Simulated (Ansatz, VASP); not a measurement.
## Two plane-wave programs on MgO

Contents of POSCAR:

```
MgO
1.0
    3.4840796602      0.0000000000      0.0000000000
   -1.7420398301      3.0173014945      0.0000000000
    0.0000000000      0.0000000000      4.1853171886
Mg O
2 2
Direct
    0.6666666667      0.3333333333      0.7500000000
    0.3333333333      0.6666666667      0.2500000000
    0.6666666667      0.3333333333      0.2500000000
    0.3333333333      0.6666666667      0.7500000000
```

File INCAR.step1:

```
  PREC = Accurate
  ENCUT = 520
  ISMEAR = 0
  SIGMA = 0.01
  LREAL = F
  LASPH = T
  NELM = 80
  NBANDS = 16
  GGA = PE
  ALGO = Normal
  EDIFF = 1E-4
  LWAVE = T
  LCHARG = F
```

File INCAR.step2:

```
  PREC = Accurate
  ENCUT = 520
  EDIFF = 1E-6
  ISMEAR = 0
  SIGMA = 0.01
  LREAL = F
  LASPH = T
  NELM = 80
  ALGO = Normal
  ISIF = 2
  LWAVE = F
  LCHARG = F
  METAGGA = R2SCAN
  LMIXTAU = T
  NBANDS = 16
  ISTART = 1
```

The input KPOINTS:

```
Automatic mesh
0
Gamma
  12 12 6
```

Input for Ansatz:

```yaml
crystal:
  lattice:
    - [3.4840796602, 0.0, 0.0]
    - [-1.7420398301, 3.0173014945, 0.0]
    - [0.0, 0.0, 4.1853171886]
  atoms:
    - { symbol: Mg, position: [0.6666666667, 0.3333333333, 0.75] }
    - { symbol: Mg, position: [0.3333333333, 0.6666666667, 0.25] }
    - { symbol: O, position: [0.6666666667, 0.3333333333, 0.25] }
    - { symbol: O, position: [0.3333333333, 0.6666666667, 0.75] }
kpoints:
  mp_grid: { grid: [12, 12, 6] }
  band_path:
    path:
      - [0.0, 0.0, 0.0]
      - [0.5, 0.0, 0.0]
      - [0.3333333333, 0.3333333333, 0.0]
      - [0.0, 0.0, 0.5]
      - [0.5, 0.0, 0.5]
      - [0.3333333333, 0.3333333333, 0.5]
    npoints: 1
hamiltonian:
  xc: r2scan
scf:
  occupations: { method: fixed }
  n_extra_bands: 5
output:
  forces: true
  stress: true
  eigenvalues: true
```

Alike in both runs: task single point; functional r2SCAN; k mesh 12 × 12 × 6; no spin polarisation.

```csv
,VASP,Ansatz
version,VASP 6.6.1,Ansatz 0.2.0
potentials or method,"VASP PAW PBE potentials, release 64 (Mg, O)","plane waves, PAW"
plane-wave cutoff (eV),520,500
occupations,"gaussian, width 0.01 eV",fixed
valence electrons in the cell,16,32
```

|  | VASP | Ansatz | Ansatz less VASP |
| --- | --- | --- | --- |
| gap on the k mesh at the Fermi level (eV) | 4.08 | 4.09 | +0.014 |
| pressure (GPa) | -0.8 | 0.0 | +0.80 |
| traceless stress, the component that is largest in VASP (GPa) | -0.20 | -0.01 | +0.189 |

VASP's potentials were made for PBE, not for r2SCAN. VASP's potentials hold 16 valence electrons a cell and Ansatz's 32, so a difference there can come from the potentials and not from the codes.
